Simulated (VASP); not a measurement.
A run of VASP 6.6.1:

Contents of POSCAR:

```
BiB
1.0
    0.0000000000      2.7448744654      2.7448744654
    2.7448744654      0.0000000000      2.7448744654
    2.7448744654      2.7448744654      0.0000000000
B Bi
1 1
Direct
    0.0000000000      0.0000000000      0.0000000000
    0.2500000000      0.2500000000      0.2500000000
```

The input INCAR.step1:

```
SYSTEM = BiB
PREC     = Accurate       ! precision mode
ENCUT    = 520            ! plane-wave cutoff, eV
ISMEAR   = 0              ! smearing method
SIGMA    = 0.01           ! smearing width, eV
LREAL    = .FALSE.        ! projectors in reciprocal space
LASPH    = .TRUE.         ! aspherical terms in the spheres
NELM     = 60             ! most SCF steps
NBANDS   = 16             ! bands
GGA      = PE             ! functional
ALGO     = Normal         ! electronic algorithm
EDIFF    = 1E-4           ! SCF threshold, eV
LWAVE    = .TRUE.         ! write WAVECAR
LCHARG   = .FALSE.        ! write CHGCAR
```

INCAR.step2

```
SYSTEM = BiB
PREC     = Accurate       ! precision mode
ENCUT    = 520            ! plane-wave cutoff, eV
EDIFF    = 1E-6           ! SCF threshold, eV
ISMEAR   = 0              ! smearing method
SIGMA    = 0.01           ! smearing width, eV
LREAL    = .FALSE.        ! projectors in reciprocal space
LASPH    = .TRUE.         ! aspherical terms in the spheres
NELM     = 60             ! most SCF steps
ALGO     = Normal         ! electronic algorithm
ISIF     = 2              ! what is computed and relaxed
LWAVE    = .FALSE.        ! write WAVECAR
LCHARG   = .TRUE.         ! write CHGCAR
METAGGA  = R2SCAN         ! meta-GGA
LMIXTAU  = .TRUE.       
LELF     = .TRUE.         ! ELF
LVHAR    = .TRUE.       
NBANDS   = 16             ! bands
ISTART   = 1
```

Contents of KPOINTS:

```
Automatic mesh
0
G
  4 4 4
  0 0 0
```

Potentials or basis: VASP PAW PBE potentials, release 64 (B, Bi_d).

Run with:

```bash
$ cat potpaw_PBE.64/B/POTCAR potpaw_PBE.64/Bi_d/POTCAR > POTCAR
$ cp INCAR.step1 INCAR
$ mpirun -np 1 vasp_std > vasp.out
$ cp INCAR.step2 INCAR
$ mpirun -np 1 vasp_std > vasp.out
```

Hardware: 1 thread of Intel(R) Xeon(R) Platinum 8488C (Sapphire Rapids), on a shared host.

Q: Estimate the wall time of this run.

A: Run time: 21 s on 1 thread of Intel(R) Xeon(R) Platinum 8488C (Sapphire Rapids) (shared host), peak memory 0.17 GiB. Counts: k points 8.
